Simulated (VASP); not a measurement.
# Si (Pm-3m) in VASP: notebook

The runs below take Si through single point, with PBE.

All numbers are computed with VASP 6.6.1; they aren't measurements. Logs are shortened: lines on timing, memory, paths and dates and some standing lists are left out, and cuts for length are marked.

### Step 1. The cell of the first run

The structure is cubic, space group Pm-3m (No. 221). Conventional cell: a = 2.225 Å, b = 2.225 Å, c = 2.225 Å, α = 90.00°, β = 90.00°, γ = 90.00°. Si (site symmetry m-3m) has 6 Si at 2.23 Å within 2.9 Å.

### Step 2. Single point, PBE (volume scaled by 0.68)

File INCAR:

```
PREC = Accurate
ENCUT = 520
EDIFF = 1E-6
ISMEAR = -1
SIGMA = 0.08
LREAL = False
LASPH = True
NELM = 80
ALGO = Normal
ISIF = 2
LWAVE = False
LCHARG = False
GGA = PE
NBANDS = 8
```

File KPOINTS:

```
regular mesh
0
Gamma
  15 15 15
```

File POSCAR:

```
Si
1.0
    2.2250782520      0.0000000000      0.0000000000
    0.0000000000      2.2250782520      0.0000000000
    0.0000000000      0.0000000000      2.2250782520
Si
1
Direct
    0.0000000000      0.0000000000      0.0000000000
```

Potentials or basis: VASP PAW PBE potentials, release 64 (Si).

Started as:

```
$ cat potpaw_PBE.64/Si/POTCAR > POTCAR
$ mpirun -np 1 vasp_std > vasp.out
```

OUTCAR:

```text
PREC = Accurate
   ENCUT = 520
   EDIFF = 1E-6
   ISMEAR = -1
   LREAL = False
   LASPH = True
   NELM = 80
   ISIF = 2
   GGA = PE

 ion  position               nearest neighbor table
   1  0.000  0.000  0.000-

  LATTYP: Found a simple cubic cell.
 ALAT       =     2.2250782520

  Lattice vectors:

 A1 = (   2.2250782520,   0.0000000000,   0.0000000000)
 A2 = (   0.0000000000,   2.2250782520,   0.0000000000)
 A3 = (   0.0000000000,   0.0000000000,   2.2250782520)

Analysis of symmetry for initial positions (statically):
=====================================================================
 Subroutine PRICEL returns:
 Original cell was already a primitive cell.

 Routine SETGRP: Setting up the symmetry group for a
 simple cubic supercell.

 Subroutine GETGRP returns: Found 48 space group operations
 (whereof 48 operations were pure point group operations)
 out of a pool of 48 trial point group operations.

The static configuration has the point symmetry O_h .

Analysis of symmetry for dynamics (positions and initial velocities):
=====================================================================
 Subroutine PRICEL returns:
 Original cell was already a primitive cell.

 Routine SETGRP: Setting up the symmetry group for a
 simple cubic supercell.

 Subroutine GETGRP returns: Found 48 space group operations
 (whereof 48 operations were pure point group operations)
 out of a pool of 48 trial point group operations.

The dynamic configuration has the point symmetry O_h .

 Subroutine INISYM returns: Found 48 space group operations
 (whereof 48 operations are pure point group operations),
 and found     1 'primitive' translations

----------------------------------------------------------------------------------------

                                     Primitive cell

  volume of cell :      11.0163

  direct lattice vectors                    reciprocal lattice vectors
     2.225078252  0.000000000  0.000000000     0.449422396  0.000000000  0.000000000
     0.000000000  2.225078252  0.000000000     0.000000000  0.449422396  0.000000000
     0.000000000  0.000000000  2.225078252     0.000000000  0.000000000  0.449422396

  length of vectors
     2.225078252  2.225078252  2.225078252     0.449422396  0.449422396  0.449422396

  position of ions in fractional coordinates (direct lattice)
     0.000000000  0.000000000  0.000000000

  ion indices of the primitive-cell ions
   primitive index   ion index
                 1           1

----------------------------------------------------------------------------------------

 KPOINTS: regular mesh

Automatic generation of k-mesh.
 Grid dimensions read from file:
 generate k-points for:   15   15   15

 Generating k-lattice:

  Cartesian coordinates                     Fractional coordinates (reciprocal lattice)
     0.029961493  0.000000000  0.000000000     0.066666667  0.000000000  0.000000000
     0.000000000  0.029961493  0.000000000     0.000000000  0.066666667  0.000000000
     0.000000000  0.000000000  0.029961493     0.000000000  0.000000000  0.066666667

  Length of vectors
     0.029961493  0.029961493  0.029961493

  Shift w.r.t. Gamma in fractional coordinates (k-lattice)
     0.000000000  0.000000000  0.000000000

 Subroutine IBZKPT returns following result:
 ===========================================

 Found    120 irreducible k-points:

 Following reciprocal coordinates:
            Coordinates               Weight
  0.000000  0.000000  0.000000      1.000000
  0.066667  0.000000  0.000000      6.000000
  0.133333  0.000000  0.000000      6.000000
  0.200000  0.000000  0.000000      6.000000
  0.266667  0.000000  0.000000      6.000000
  0.333333  0.000000  0.000000      6.000000
[... 16 lines left out ...]
  0.266667  0.200000  0.000000     24.000000
  0.333333  0.200000  0.000000     24.000000
 [... further k-points ...]
   k-points           NKPTS =    120   k-points in BZ     NKDIM =    120   number of bands    NBANDS=      8
   number of dos      NEDOS =    301   number of ions     NIONS =      1
   total plane-waves  NPLWV =   5832
   dimension x,y,z NGX =    18 NGY =   18 NGZ =   18
   dimension x,y,z NGXF=    36 NGYF=   36 NGZF=   36
   ions per type =               1
   NGX,Y,Z   is equivalent  to a cutoff of  13.45, 13.45, 13.45 a.u.
   NGXF,Y,Z  is equivalent  to a cutoff of  26.90, 26.90, 26.90 a.u.
 SYSTEM =  unknown system
   PREC   = accura    normal or accurate (medium, high low for compatibility)
   ISTART =      0    job   : 0-new  1-cont  2-samecut
   ICHARG =      2    charge: 1-file 2-atom 10-const
   ISPIN  =      1    spin polarized calculation?
   LNONCOLLINEAR =      F non collinear calculations
   LSORBIT =      F    spin-orbit coupling
   LASPH  =      T    aspherical Exc in radial PAW
   ENCUT  =  520.0 eV  38.22 Ry    6.18 a.u.   4.14  4.14  4.14*2*pi/ulx,y,z
   NELM   =     80;   NELMIN=  2; NELMDL= -5     # of ELM steps
   EDIFF  = 0.1E-05   stopping-criterion for ELM
   LREAL  =      F    real-space projection
   EDIFFG = 0.1E-04   stopping-criterion for IOM
   NSW    =      0    number of steps for IOM
   IBRION =     -1    ionic relax: 0-MD 1-quasi-New 2-CG
   NFREE  =      0    steps in history (QN), initial steepest desc. (CG)
   ISIF   =      2    stress and relaxation
   ISYM   =      2    0-nonsym 1-usesym 2-fastsym
   POTIM  = 0.5000    time-step for ionic-motion
   TEBEG  =    0.0;   TEEND  =   0.0 temperature during run
   PSTRESS=    0.0 pullay stress
   NELECT =       4.0000    total number of electrons
   NUPDOWN=      -1.0000    fix difference up-down
   EMIN   =  10.00;   EMAX   =-10.00  energy-range for DOS
   EFERMI =   0.00;   METHOD = LEGACY
   ISMEAR =    -1;   SIGMA  =   0.08  broadening in eV -4-tet -1-fermi 0-gaus
   EFERMI_NEDOS =   21; number of points for ismear=-14 and -15
   IALGO  =     38    algorithm
   IMIX   =      4    mixing-type and parameters
     AMIX     =   0.40;   BMIX     =  1.00
     AMIX_MAG =   1.60;   BMIX_MAG =  1.00
  volume/ion in A,a.u.               =      11.02        74.34
  Fermi-wavevector in a.u.,A,eV,Ry     =   1.167928  2.207065 18.559118  1.364057
  Thomas-Fermi vector in A             =   2.304422
   LORBIT       =      0    0 simple, 1 ext, 2 COOP (PROOUT), +10 PAW based schemes
   GGA     = PE    functional components
[... 5 lines left out ...]
 non-spin polarized calculation
  energy-cutoff  :      520.00
  volume of cell :       11.02
 maximum number of plane-waves:       308
 NGX is ok and might be reduce to    18
   NGX =  9   NGY =  9   NGZ =  9

 number of electron       4.0000000 magnetization

 Free energy of the ion-electron system (eV)
  ---------------------------------------------------
  ext. energy  EPLUGINS =         0.00000000
  ---------------------------------------------------
  free energy    TOTEN  =        -4.06381759 eV

  energy without entropy =       -4.05790613  energy(sigma->0) =       -4.06086186

 E-fermi :  13.8592     XC(G=0): -12.2313

 val. band max:       13.7495029773   @ k =   0.4667   0.4667   0.0000
 cond. band min:      13.8701173295   @ k =   0.4667   0.4667   0.0667
 fundamental gap:      0.1206143522
 Fermi energy:        13.8592320521

 k-point     1 :       0.0000    0.0000    0.0000
  band No.  band energies     occupation
      1      -3.1711      2.00000
      2      21.2498      0.00000
      3      21.2498      0.00000
      4      24.3758      0.00000
      5      24.3758      0.00000
      6      24.3758      0.00000
      7      34.9538      0.00000
      8      44.5327      0.00000

 k-point     2 :       0.0667    0.0000    0.0000
  band No.  band energies     occupation
      1      -3.0416      2.00000
      2      19.5994      0.00000
      3      21.3562      0.00000
      4      24.4789      0.00000
      5      24.4789      0.00000
      6      25.8434      0.00000
      7      35.4003      0.00000
      8      43.6159      0.00000

 k-point     3 :       0.1333    0.0000    0.0000
  band No.  band energies     occupation
      1      -2.6540      2.00000
      2      16.9682      0.00000
      3      21.6705      0.00000
      4      24.7883      0.00000
      5      24.7883      0.00000
      6      27.9054      0.00000
      7      36.7339      0.00000
      8      41.5903      0.00000

 k-point     4 :       0.2000    0.0000    0.0000
  band No.  band energies     occupation
      1      -2.0105      2.00000
      2      14.2821      0.01008
      3      22.1763      0.00000
      4      25.3046      0.00000
      5      25.3046      0.00000
      6      29.6804      0.00000
      7      38.8008      0.00000
      8      39.2706      0.00000

 k-point     5 :       0.2667    0.0000    0.0000
  band No.  band energies     occupation
      1      -1.1149      2.00000
      2      11.6897      2.00000
      3      22.8386      0.00000
      4      26.0284      0.00000
      5      26.0284      0.00000
      6      31.2058      0.00000
      7      36.9756      0.00000
      8      36.9756      0.00000
[... 177 lines left out ...]
 k-point    22 :       0.2000    0.2000    0.0000
  band No.  band energies     occupation
      1      -0.8576      2.00000
      2      14.3225      0.00610
      3      16.6718      0.00000
      4      26.2259      0.00000
      5      26.8623      0.00000
      6      33.0501      0.00000
      7      35.2047      0.00000
      8      39.0545      0.00000

 k-point    23 :       0.2667    0.2000    0.0000
  band No.  band energies     occupation
      1       0.0319      2.00000
      2      12.5142      2.00000
      3      16.7017      0.00000
      4      26.7517      0.00000
      5      26.9419      0.00000
      6      31.5464      0.00000
      7      37.0757      0.00000
      8      37.4603      0.00000

 k-point    24 :       0.3333    0.2000    0.0000
  band No.  band energies     occupation
      1       1.1660      2.00000
      2      10.2407      2.00000
      3      17.5424      0.00000
      4      25.6988      0.00000
      5      27.8607      0.00000
      6      31.3325      0.00000
      7      35.5111      0.00000
      8      37.8110      0.00000

 [... further k-points ...]
[... 5 lines left out ...]
  --------------------------------------------------------------------------------------
  -------------------------------------------------------------------------------------
  Total        5.9521121      5.9521121      5.9521121     -0.0000000     -0.0000000     -0.0000000
  in kB      865.6569513    865.6569513    865.6569513     -0.0000000     -0.0000000     -0.0000000
  external PRESSURE =     865.6569513 kB  Pullay stress =       0.0000000 kB

 VOLUME and BASIS-vectors are now :
 -----------------------------------------------------------------------------
  energy-cutoff  :      520.00
  volume of cell :       11.02
      direct lattice vectors                 reciprocal lattice vectors
     2.225078252  0.000000000  0.000000000     0.449422396  0.000000000  0.000000000
     0.000000000  2.225078252  0.000000000     0.000000000  0.449422396  0.000000000
     0.000000000  0.000000000  2.225078252     0.000000000  0.000000000  0.449422396

 POSITION                                       TOTAL-FORCE (eV/Angst)
 -----------------------------------------------------------------------------------
      0.00000      0.00000      0.00000         0.000000      0.000000      0.000000
 -----------------------------------------------------------------------------------
    total drift:                               -0.000000      0.000000      0.000000

  FREE ENERGIE OF THE ION-ELECTRON SYSTEM (eV)
  ---------------------------------------------------
  free  energy   TOTEN  =        -4.0638175874 eV

  energy  without entropy=       -4.0579061287  energy(sigma->0) =       -4.06086186
```

Run time: 3.8 s. Hardware: 1 thread of Intel Xeon Platinum 8559C (Emerald Rapids), shared host; peak memory 0.12 GiB.

What came out:

- Free energy: -4.0638 eV
- Pressure: 86.6 GPa
- Band gap on the k mesh: zero (band 2 reaches 21.25 eV, above the bottom of band 3 at 11.83 eV)

Levels at points of the mesh, in eV from the Fermi level:
| k point | band 1 | band 2 | band 3 | band 4 | band 5 | band 6 | band 7 |
| --- | --- | --- | --- | --- | --- | --- | --- |
| (0.00, 0.00, 0.00) | -17.03 | 7.39 | 7.39 | 10.52 | 10.52 | 10.52 | 21.09 |

### Step 3. Single point, PBE (volume scaled by 0.78)

File INCAR:

```
SYSTEM = Si
  ALGO = Normal
  EDIFF = 1E-6
  ENCUT = 520
  GGA = PE
  ISIF = 2
  ISMEAR = -1
  LASPH = .True.
  LCHARG = .False.
  LREAL = .False.
  LWAVE = .False.
  NBANDS = 8
  NELM = 100
  PREC = Accurate
  SIGMA = 0.08
```

File KPOINTS:

```
k-points
0
Gamma
  15 15 15
  0 0 0
```

File POSCAR:

```
Si
1.0
    2.3292021676      0.0000000000      0.0000000000
    0.0000000000      2.3292021676      0.0000000000
    0.0000000000      0.0000000000      2.3292021676
Si
1
Direct
    0.0000000000      0.0000000000      0.0000000000
```

Potentials or basis: VASP PAW PBE potentials, release 64 (Si).

Started as:

```
$ cat potpaw_PBE.64/Si/POTCAR > POTCAR
$ mpirun -np 1 vasp_std > vasp.out
```

It took 3.9 s on 1 thread of Intel Xeon Platinum 8559C (Emerald Rapids), shared host; peak memory 0.11 GiB.

Results (log left out):

* Free energy: -4.7002 eV
* Pressure: 42.9 GPa
* Band gap on the k mesh: zero (band 2 reaches 19.11 eV, above the bottom of band 3 at 9.47 eV)

Levels at points of the mesh, in eV from the Fermi level:
| k point | band 1 | band 2 | band 3 | band 4 | band 5 | band 6 |
| --- | --- | --- | --- | --- | --- | --- |
| (0.00, 0.00, 0.00) | -15.56 | 7.43 | 7.43 | 9.41 | 9.41 | 9.41 |

### Step 4. Single point, PBE (volume scaled by 0.88)

File INCAR:

```
SYSTEM = Si
ALGO = Normal
EDIFF = 1E-6
ENCUT = 520
GGA = PE
ISIF = 2
ISMEAR = -1
LASPH = .TRUE.
LCHARG = .FALSE.
LREAL = .FALSE.
LWAVE = .FALSE.
NBANDS = 8
NELM = 80
PREC = Accurate
SIGMA = 0.08
```

File KPOINTS:

```
k-points
0
G
  15 15 15
  0 0 0
```

File POSCAR:

```
Si
1.0
    2.4247662327      0.0000000000      0.0000000000
    0.0000000000      2.4247662327      0.0000000000
    0.0000000000      0.0000000000      2.4247662327
Si
1
Direct
    0.0000000000      0.0000000000      0.0000000000
```

Started as:

```
$ cat potpaw_PBE.64/Si/POTCAR > POTCAR
$ mpirun -np 1 vasp_std > vasp.out
```

Wall time 4.1 s (1 thread of Intel Xeon Platinum 8559C (Emerald Rapids), shared host); peak memory 0.12 GiB.

The run converged. Its results:

| Quantity | Value |
| --- | --- |
| Free energy | -4.9922 eV |
| Pressure | 17.2 GPa |
| Band gap on the k mesh | zero (band 2 reaches 17.38 eV, above the bottom of band 3 at 7.64 eV) |

Levels at points of the mesh, in eV from the Fermi level:
| k point | band 1 | band 2 | band 3 | band 4 | band 5 | band 6 | band 7 |
| --- | --- | --- | --- | --- | --- | --- | --- |
| (0.00, 0.00, 0.00) | -14.33 | 7.47 | 7.47 | 8.56 | 8.56 | 8.56 | 17.34 |

### Step 5. Overview

```csv
cell,gap on the mesh (eV),pressure (GPa)
"a = 2.225 Å, 1 atom",none,86.6
"a = 2.329 Å, 1 atom",none,42.9
"a = 2.425 Å, 1 atom",none,17.2
```

Alike in all rows: task single point; level PBE; potentials or basis VASP PAW PBE potentials, release 64 (Si); no spin polarisation; k mesh 15 × 15 × 15; cutoff (eV) 520; smearing fermi-dirac 0.08 eV.

Absolute energies hang on the potentials; compare differences alone.
